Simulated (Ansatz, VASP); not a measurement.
# C: VASP beside Ansatz

Contents of INCAR:

```
  PREC = Accurate
  ENCUT = 600
  EDIFF = 1E-6
  ISMEAR = 0
  SIGMA = 0.1
  LREAL = False
  LASPH = True
  NELM = 200
  ALGO = Normal
  ISIF = 2
  LWAVE = False
  LCHARG = True
  ISPIN = 2
  MAGMOM = 1 1 1
  LORBIT = 11
  GGA = PE
  LELF = True
  LVHAR = True
  NBANDS = 17
  GGA_COMPAT = False
```

File KPOINTS:

```
regular mesh
0
Gamma
  8 8 8
```

POSCAR

```
C
1.0
    0.0000000000      2.0057577500      2.0057577500
    2.0057577500      0.0000000000      2.0057577500
    2.0057577500      2.0057577500      0.0000000000
C
3
Direct
    0.2500000000      0.2500000000      0.2500000000
    0.7500000000      0.7500000000      0.7500000000
    0.0000000000      0.0000000000      0.0000000000
```

Input for Ansatz:

```yaml
crystal:
  lattice:
    - [0.0, 2.00575775, 2.00575775]
    - [2.00575775, 0.0, 2.00575775]
    - [2.00575775, 2.00575775, 0.0]
  atoms:
    - { symbol: C, position: [0.25, 0.25, 0.25], spin: 1.0 }
    - { symbol: C, position: [0.75, 0.75, 0.75], spin: 1.0 }
    - { symbol: C, position: [0.0, 0.0, 0.0], spin: 1.0 }
basis:
  ecutwfc: 420
kpoints:
  mp_grid: { grid: [8, 8, 8] }
hamiltonian:
  xc: pbe
scf:
  occupations: { method: gaussian, width: 0.1 }
  lower_state_search: "off"
output:
  forces: true
  stress: true
  eigenvalues: true
  populations: true
magnetization:
  spin_polarized: true
```

Alike in both runs: task single point; functional PBE; k mesh 8 × 8 × 8; occupations gaussian, width 0.1 eV; collinear spin.

|  | VASP | Ansatz |
| --- | --- | --- |
| version | VASP 6.6.1 | Ansatz 0.2.0 |
| potentials or method | VASP PAW PBE potentials, release 64 (C), cutoff 600 eV | scalar-relativistic, plane waves, PAW |
| valence electrons in the cell | 12 | 12 |

```tsv
	VASP	Ansatz	Ansatz less VASP
gap on the k mesh at the Fermi level (eV)	none	none	-
net moment per atom (μB)	0.00	0.00	0.000
```

A gap of «none» marks a metal or a gap that the smearing closes. Ansatz's warnings: seeded moment not kept.
